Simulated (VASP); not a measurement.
# Te (P6_3/mmc) in VASP: a series of runs

The runs below take Te through single point, with LDA.

Everything below comes from runs of VASP 6.6.1. Logs are shortened: lines on timing, memory, paths and dates and some standing lists are left out, and cuts for length are marked.

### Step 1. The cell of the first run

Symmetry: P6_3/mmc, No. 194, hexagonal system. The conventional cell has a = 2.687 Å, b = 2.687 Å, c = 4.289 Å, α = 90.00°, β = 90.00°, γ = 120.00°. Te (site symmetry -6m2) has 12 Te at 2.65 to 2.69 Å within 3.5 Å.

### Step 2. Single point, LDA

Input file INCAR:

```
PREC = Accurate
ENCUT = 520
EDIFF = 1E-6
ISMEAR = -1
SIGMA = 0.08
LREAL = F
LASPH = T
NELM = 60
ALGO = Normal
ISIF = 2
LWAVE = F
LCHARG = F
GGA = CA
NBANDS = 13
```

Input file KPOINTS:

```
Automatic mesh
0
Gamma
  16 16 9
```

Input file POSCAR:

```
Te
1.0
    2.6865895910      0.0000000000      0.0000000000
   -1.3432947955      2.3266548353      0.0000000000
    0.0000000000      0.0000000000      4.2885544207
Te
2
Direct
    0.3333333333      0.6666666667      0.2500000000
    0.6666666667      0.3333333333      0.7500000000
```

Potentials or basis: VASP PAW LDA potentials, release 64 (Te).

The run is started by

```sh
> cat potpaw_LDA.64/Te/POTCAR > POTCAR
> mpirun -np 1 vasp_std > vasp.out
```

OUTCAR:

```text
PREC = Accurate
   ENCUT = 520
   EDIFF = 1E-6
   ISMEAR = -1
   LREAL = F
   LASPH = T
   NELM = 60
   ISIF = 2
   GGA = CA

 ion  position               nearest neighbor table
   1  0.333  0.667  0.250-   2 2.65   2 2.65   2 2.65   2 2.65   2 2.65   2 2.65
   2  0.667  0.333  0.750-   1 2.65   1 2.65   1 2.65   1 2.65   1 2.65   1 2.65

  LATTYP: Found a hexagonal cell.
 ALAT       =     2.6865895910
 C/A-ratio  =     1.5962819312

  Lattice vectors:

 A1 = (   2.6865895910,   0.0000000000,   0.0000000000)
 A2 = (  -1.3432947955,   2.3266548353,   0.0000000000)
 A3 = (   0.0000000000,   0.0000000000,   4.2885544207)

Analysis of symmetry for initial positions (statically):
=====================================================================
 Subroutine PRICEL returns:
 Original cell was already a primitive cell.

 Routine SETGRP: Setting up the symmetry group for a
 hexagonal supercell.

 Subroutine GETGRP returns: Found 24 space group operations
 (whereof 12 operations were pure point group operations)
 out of a pool of 24 trial point group operations.

The static configuration has the point symmetry D_3d.
 The point group associated with its full space group is D_6h.

Analysis of symmetry for dynamics (positions and initial velocities):
=====================================================================
 Subroutine PRICEL returns:
 Original cell was already a primitive cell.

 Routine SETGRP: Setting up the symmetry group for a
 hexagonal supercell.

 Subroutine GETGRP returns: Found 24 space group operations
 (whereof 12 operations were pure point group operations)
 out of a pool of 24 trial point group operations.

The dynamic configuration has the point symmetry D_3d.
 The point group associated with its full space group is D_6h.

 Subroutine INISYM returns: Found 24 space group operations
 (whereof 12 operations are pure point group operations),
 and found     1 'primitive' translations

----------------------------------------------------------------------------------------

                                     Primitive cell

  volume of cell :      26.8068

  direct lattice vectors                    reciprocal lattice vectors
     2.686589591  0.000000000  0.000000000     0.372219115  0.214900806  0.000000000
    -1.343294796  2.326654835  0.000000000     0.000000000  0.429801613  0.000000000
     0.000000000  0.000000000  4.288554421     0.000000000  0.000000000  0.233178806

  length of vectors
     2.686589591  2.686589591  4.288554421     0.429801613  0.429801613  0.233178806

  position of ions in fractional coordinates (direct lattice)
     0.333333333  0.666666667  0.250000000
     0.666666667  0.333333333  0.750000000

  ion indices of the primitive-cell ions
   primitive index   ion index
                 1           1
                 2           2

----------------------------------------------------------------------------------------

 KPOINTS: Automatic mesh

Automatic generation of k-mesh.
 Grid dimensions read from file:
 generate k-points for:   16   16    9

 Generating k-lattice:

  Cartesian coordinates                     Fractional coordinates (reciprocal lattice)
     0.023263695  0.013431300  0.000000000     0.062500000  0.000000000  0.000000000
     0.000000000  0.026862601  0.000000000     0.000000000  0.062500000  0.000000000
     0.000000000  0.000000000  0.025908756     0.000000000  0.000000000  0.111111111

  Length of vectors
     0.026862601  0.026862601  0.025908756

  Shift w.r.t. Gamma in fractional coordinates (k-lattice)
     0.000000000  0.000000000  0.000000000

 Subroutine IBZKPT returns following result:
 ===========================================

 Found    150 irreducible k-points:

 Following reciprocal coordinates:
            Coordinates               Weight
  0.000000  0.000000  0.000000      1.000000
  0.062500  0.000000  0.000000      6.000000
  0.125000  0.000000  0.000000      6.000000
  0.187500  0.000000  0.000000      6.000000
  0.250000  0.000000  0.000000      6.000000
  0.312500  0.000000  0.000000      6.000000
[... 16 lines left out ...]
  0.187500  0.187500  0.000000      6.000000
  0.250000  0.187500  0.000000     12.000000
 [... further k-points ...]
   k-points           NKPTS =    150   k-points in BZ     NKDIM =    150   number of bands    NBANDS=     13
   number of dos      NEDOS =    301   number of ions     NIONS =      2
   total plane-waves  NPLWV =  12800
   dimension x,y,z NGX =    20 NGY =   20 NGZ =   32
   dimension x,y,z NGXF=    40 NGYF=   40 NGZF=   64
   ions per type =               2
   NGX,Y,Z   is equivalent  to a cutoff of  12.38, 12.38, 12.40 a.u.
   NGXF,Y,Z  is equivalent  to a cutoff of  24.75, 24.75, 24.81 a.u.
 SYSTEM =  unknown system
   PREC   = accura    normal or accurate (medium, high low for compatibility)
   ISTART =      0    job   : 0-new  1-cont  2-samecut
   ICHARG =      2    charge: 1-file 2-atom 10-const
   ISPIN  =      1    spin polarized calculation?
   LNONCOLLINEAR =      F non collinear calculations
   LSORBIT =      F    spin-orbit coupling
   LASPH  =      T    aspherical Exc in radial PAW
   ENCUT  =  520.0 eV  38.22 Ry    6.18 a.u.   5.00  5.00  7.97*2*pi/ulx,y,z
   NELM   =     60;   NELMIN=  2; NELMDL= -5     # of ELM steps
   EDIFF  = 0.1E-05   stopping-criterion for ELM
   LREAL  =      F    real-space projection
   EDIFFG = 0.1E-04   stopping-criterion for IOM
   NSW    =      0    number of steps for IOM
   IBRION =     -1    ionic relax: 0-MD 1-quasi-New 2-CG
   NFREE  =      0    steps in history (QN), initial steepest desc. (CG)
   ISIF   =      2    stress and relaxation
   ISYM   =      2    0-nonsym 1-usesym 2-fastsym
   POTIM  = 0.5000    time-step for ionic-motion
   TEBEG  =    0.0;   TEEND  =   0.0 temperature during run
   PSTRESS=    0.0 pullay stress
   NELECT =      12.0000    total number of electrons
   NUPDOWN=      -1.0000    fix difference up-down
   EMIN   =  10.00;   EMAX   =-10.00  energy-range for DOS
   EFERMI =   0.00;   METHOD = LEGACY
   ISMEAR =    -1;   SIGMA  =   0.08  broadening in eV -4-tet -1-fermi 0-gaus
   EFERMI_NEDOS =   21; number of points for ismear=-14 and -15
   IALGO  =     38    algorithm
   IMIX   =      4    mixing-type and parameters
     AMIX     =   0.40;   BMIX     =  1.00
     AMIX_MAG =   1.60;   BMIX_MAG =  1.00
  volume/ion in A,a.u.               =      13.40        90.45
  Fermi-wavevector in a.u.,A,eV,Ry     =   1.252335  2.366570 21.338600  1.568343
  Thomas-Fermi vector in A             =   2.386240
   LORBIT       =      0    0 simple, 1 ext, 2 COOP (PROOUT), +10 PAW based schemes
   GGA     = CA    functional components
   LHFCALC =     F    Hartree Fock is set to
   AEXX    =    0.0000 exact exchange contribution
   IVDW    =     0    specifies the selected vdW correction
   LEPSILON=     F    determine dielectric tensor
   LRPA    =     F    only Hartree local field effects (RPA)
 non-spin polarized calculation
  energy-cutoff  :      520.00
  volume of cell :       26.81
 maximum number of plane-waves:       742
 NGX is ok and might be reduce to    20
   NGX =  9   NGY =  9   NGZ = 15

 number of electron      12.0000001 magnetization

 Free energy of the ion-electron system (eV)
  ---------------------------------------------------
  ext. energy  EPLUGINS =         0.00000000
  ---------------------------------------------------
  free energy    TOTEN  =         2.70365363 eV

  energy without entropy =        2.72295571  energy(sigma->0) =        2.71330467

 E-fermi :  22.6051     XC(G=0): -13.7730

 val. band max:       22.5425245218   @ k =   0.3750   0.2500   0.2222
 cond. band min:      22.6233701985   @ k =   0.3750   0.0000   0.4444
 fundamental gap:      0.0808456767
 Fermi energy:        22.6051163455

 k-point     1 :       0.0000    0.0000    0.0000
  band No.  band energies     occupation
      1      -0.5226      2.00000
      2       8.2741      2.00000
      3       9.0003      2.00000
      4      26.6977      0.00000
      5      26.6977      0.00000
      6      29.6515      0.00000
      7      29.6515      0.00000
      8      29.7093      0.00000
      9      30.6272      0.00000
     10      31.6780      0.00000
     11      34.4630      0.00000
     12      35.1011      0.00000
     13      35.5974      0.00000

 k-point     2 :       0.0625    0.0000    0.0000
  band No.  band energies     occupation
      1      -0.4035      2.00000
      2       8.3799      2.00000
      3       9.1307      2.00000
      4      25.1542      0.00000
      5      25.9592      0.00000
      6      28.4146      0.00000
      7      30.4187      0.00000
      8      31.1046      0.00000
      9      31.4899      0.00000
     10      31.8132      0.00000
     11      32.8183      0.00000
     12      34.0946      0.00000
     13      34.5304      0.00000

 k-point     3 :       0.1250    0.0000    0.0000
  band No.  band energies     occupation
      1      -0.0457      2.00000
      2       8.6988      2.00000
      3       9.5193      2.00000
      4      22.4220      1.81601
      5      24.6531      0.00000
      6      27.5339      0.00000
      7      30.1466      0.00000
      8      30.4265      0.00000
      9      31.4498      0.00000
     10      32.1962      0.00000
     11      32.2400      0.00000
     12      33.4151      0.00000
     13      33.6195      0.00000
[... 305 lines left out ...]
 k-point    23 :       0.1875    0.1875    0.0000
  band No.  band energies     occupation
      1       2.7110      2.00000
      2      11.1863      2.00000
      3      12.3727      2.00000
      4      15.5574      2.00000
      5      16.8394      2.00000
      6      23.9510      0.00000
      7      24.2059      0.00000
      8      24.3540      0.00000
      9      26.6272      0.00000
     10      31.5138      0.00000
     11      32.6906      0.00000
     12      35.1217      0.00000
     13      36.9046      0.00000

 k-point    24 :       0.2500    0.1875    0.0000
  band No.  band energies     occupation
      1       3.9095      2.00000
      2      12.1745      2.00000
      3      13.5361      2.00000
      4      13.5863      2.00000
      5      15.7034      2.00000
      6      21.6786      1.99998
      7      22.4856      1.63344
      8      23.4450      0.00006
      9      25.6282      0.00000
     10      31.5737      0.00000
     11      34.4874      0.00000
     12      36.2143      0.00000
     13      37.4306      0.00000

 [... further k-points ...]

------------------------ aborting loop because EDIFF is reached ----------------------------------------

  FORCE on cell =-STRESS in cart. coord.  units (eV):
  Direction    XX          YY          ZZ          XY          YZ          ZX
  --------------------------------------------------------------------------------------
  -------------------------------------------------------------------------------------
  Total       37.6472160     37.6472160     37.6671962      0.0000000      0.0000000      0.0000000
  in kB     2250.0866127   2250.0866126   2251.2807786      0.0000000      0.0000000      0.0000000
  external PRESSURE =    2250.4846680 kB  Pullay stress =       0.0000000 kB

 VOLUME and BASIS-vectors are now :
 -----------------------------------------------------------------------------
  energy-cutoff  :      520.00
  volume of cell :       26.81
      direct lattice vectors                 reciprocal lattice vectors
     2.686589591  0.000000000  0.000000000     0.372219115  0.214900806  0.000000000
    -1.343294796  2.326654835  0.000000000     0.000000000  0.429801613  0.000000000
     0.000000000  0.000000000  4.288554421     0.000000000  0.000000000  0.233178806

 POSITION                                       TOTAL-FORCE (eV/Angst)
 -----------------------------------------------------------------------------------
     -0.00000      1.55110      1.07214        -0.000000      0.000000      0.000000
      1.34329      0.77555      3.21642         0.000000      0.000000      0.000000
 -----------------------------------------------------------------------------------
    total drift:                               -0.000000      0.000000      0.000000

  FREE ENERGIE OF THE ION-ELECTRON SYSTEM (eV)
  ---------------------------------------------------
  free  energy   TOTEN  =         2.7036536273 eV

  energy  without entropy=        2.7229557095  energy(sigma->0) =        2.71330467
```

It took 17 s on 1 thread of Intel Xeon Platinum 8559C (Emerald Rapids), shared host; peak memory 0.15 GiB.

Results:

- Free energy: 2.7037 eV
- Pressure: 225.0 GPa
- Band gap on the k mesh: zero (band 6 reaches 29.65 eV, above the bottom of band 7 at 18.71 eV)

Stress tensor (GPa, compression positive):
```
225.01   0.00   0.00
  0.00 225.01   0.00
  0.00   0.00 225.13
```

Caveat: spin-orbit coupling is left out, which moves the levels of the heavy elements.

### Step 3. Single point, LDA

Input file INCAR:

```
SYSTEM = Te
ALGO = Normal
EDIFF = 1E-7
ENCUT = 520
GGA = CA
ISIF = 2
ISMEAR = -1
LASPH = .True.
LCHARG = .False.
LREAL = .False.
LWAVE = .False.
NBANDS = 13
NELM = 80
PREC = Accurate
SIGMA = 0.08
```

Input file KPOINTS:

```
k-points
0
Gamma
  16 16 9
  0 0 0
```

POSCAR is that of step 2.

Potentials or basis: VASP PAW LDA potentials, release 64 (Te).

The run is started by

```sh
> cat potpaw_LDA.64/Te/POTCAR > POTCAR
> mpirun -np 1 vasp_std > vasp.out
```

OUTCAR:

```text
SYSTEM = Te
   EDIFF = 1E-7
   ENCUT = 520
   GGA = CA
   ISIF = 2
   ISMEAR = -1
   LASPH = .True.
   LREAL = .False.
   NELM = 80
   PREC = Accurate

 ion  position               nearest neighbor table
   1  0.333  0.667  0.250-   2 2.65   2 2.65   2 2.65   2 2.65   2 2.65   2 2.65
   2  0.667  0.333  0.750-   1 2.65   1 2.65   1 2.65   1 2.65   1 2.65   1 2.65

  LATTYP: Found a hexagonal cell.
 ALAT       =     2.6865895910
 C/A-ratio  =     1.5962819312

  Lattice vectors:

 A1 = (   2.6865895910,   0.0000000000,   0.0000000000)
 A2 = (  -1.3432947955,   2.3266548353,   0.0000000000)
 A3 = (   0.0000000000,   0.0000000000,   4.2885544207)

Analysis of symmetry for initial positions (statically):
=====================================================================
 Subroutine PRICEL returns:
 Original cell was already a primitive cell.

 Routine SETGRP: Setting up the symmetry group for a
 hexagonal supercell.

 Subroutine GETGRP returns: Found 24 space group operations
 (whereof 12 operations were pure point group operations)
 out of a pool of 24 trial point group operations.

The static configuration has the point symmetry D_3d.
[... 178 lines left out ...]
      7      29.6508      0.00000
      8      29.7094      0.00000
      9      30.6265      0.00000
     10      31.6776      0.00000
     11      34.4620      0.00000
     12      35.0996      0.00000
     13      35.5931      0.00000
[... 354 lines left out ...]
  band No.  band energies     occupation
      1       3.9090      2.00000
      2      12.1739      2.00000
      3      13.5354      2.00000
      4      13.5857      2.00000
      5      15.7030      2.00000
      6      21.6779      1.99998
      7      22.4847      1.63415
      8      23.4443      0.00006
      9      25.6279      0.00000
     10      31.5729      0.00000
     11      34.4865      0.00000
     12      36.2138      0.00000
     13      37.4294      0.00000

 [... further k-points ...]

------------------------ aborting loop because EDIFF is reached ----------------------------------------

  FORCE on cell =-STRESS in cart. coord.  units (eV):
  Direction    XX          YY          ZZ          XY          YZ          ZX
  --------------------------------------------------------------------------------------
  -------------------------------------------------------------------------------------
  Total       37.6552214     37.6552214     37.6716256     -0.0000000     -0.0000000      0.0000000
  in kB     2250.5650730   2250.5650729   2251.5455188     -0.0000000     -0.0000000      0.0000000
  external PRESSURE =    2250.8918882 kB  Pullay stress =       0.0000000 kB

 VOLUME and BASIS-vectors are now :
 -----------------------------------------------------------------------------
  energy-cutoff  :      520.00
  volume of cell :       26.81
      direct lattice vectors                 reciprocal lattice vectors
     2.686589591  0.000000000  0.000000000     0.372219115  0.214900806  0.000000000
    -1.343294796  2.326654835  0.000000000     0.000000000  0.429801613  0.000000000
     0.000000000  0.000000000  4.288554421     0.000000000  0.000000000  0.233178806

 POSITION                                       TOTAL-FORCE (eV/Angst)
 -----------------------------------------------------------------------------------
     -0.00000      1.55110      1.07214        -0.000000     -0.000000      0.000000
      1.34329      0.77555      3.21642         0.000000      0.000000      0.000000
 -----------------------------------------------------------------------------------
    total drift:                               -0.000000      0.000000      0.000000

  FREE ENERGIE OF THE ION-ELECTRON SYSTEM (eV)
  ---------------------------------------------------
  free  energy   TOTEN  =         2.7036560402 eV

  energy  without entropy=        2.7229559229  energy(sigma->0) =        2.71330598
```

OSZICAR:

```text
N       E                     dE             d eps       ncg     rms          rms(c)
DAV:   1     0.587137498909E+02    0.58714E+02   -0.52835E+03  3900   0.822E+02
DAV:   2     0.469468596198E+01   -0.54019E+02   -0.51154E+02  5172   0.143E+02
DAV:   3     0.247641507079E+01   -0.22183E+01   -0.21997E+01  4993   0.300E+01
DAV:   4     0.246275578447E+01   -0.13659E-01   -0.13658E-01  4860   0.301E+00
DAV:   5     0.246265542971E+01   -0.10035E-03   -0.10035E-03  5077   0.282E-01    0.350E+01
DAV:   6     0.262255482245E+01    0.15990E+00   -0.21513E-02  4410   0.916E-01    0.214E+01
DAV:   7     0.270287299916E+01    0.80318E-01   -0.39550E-02  4375   0.125E+00    0.337E-01
DAV:   8     0.270362394524E+01    0.75095E-03   -0.12378E-03  4765   0.230E-01    0.777E-02
DAV:   9     0.270365425728E+01    0.30312E-04   -0.61735E-05  5011   0.450E-02    0.587E-02
DAV:  10     0.270365361744E+01   -0.63984E-06   -0.13261E-06  4861   0.778E-03    0.776E-02
DAV:  11     0.270365604060E+01    0.24232E-05   -0.26082E-06  4440   0.946E-03    0.354E-03
DAV:  12     0.270365604018E+01   -0.42292E-09   -0.37510E-08  3803   0.144E-03
   1 F= 0.27036560E+01 E0= 0.27133060E+01  d E =-.192999E-01
```

stdout:

```text
POSCAR found type information on POSCAR Te
 POSCAR found :  1 types and       2 ions
 scaLAPACK will be used
 LDA part: xc-table for (Slater(with rela. corr.)+CA(PZ))
 , standard interpolation
 POSCAR, INCAR and KPOINTS ok, starting setup
 FFT: planning ... GRIDC
 FFT: planning ... GRID_SOFT
 FFT: planning ... GRID
 WAVECAR not read
 entering main loop
```

Run time: 20 s. Hardware: 1 thread of Intel Xeon Platinum 8559C (Emerald Rapids), shared host; peak memory 0.15 GiB.

Results:

| Item | Value |
| --- | --- |
| Free energy | 2.7037 eV |
| Pressure | 225.1 GPa |
| Band gap on the k mesh | zero (band 6 reaches 29.65 eV, above the bottom of band 7 at 18.71 eV) |

Caveat: spin-orbit coupling is left out, which moves the levels of the heavy elements.
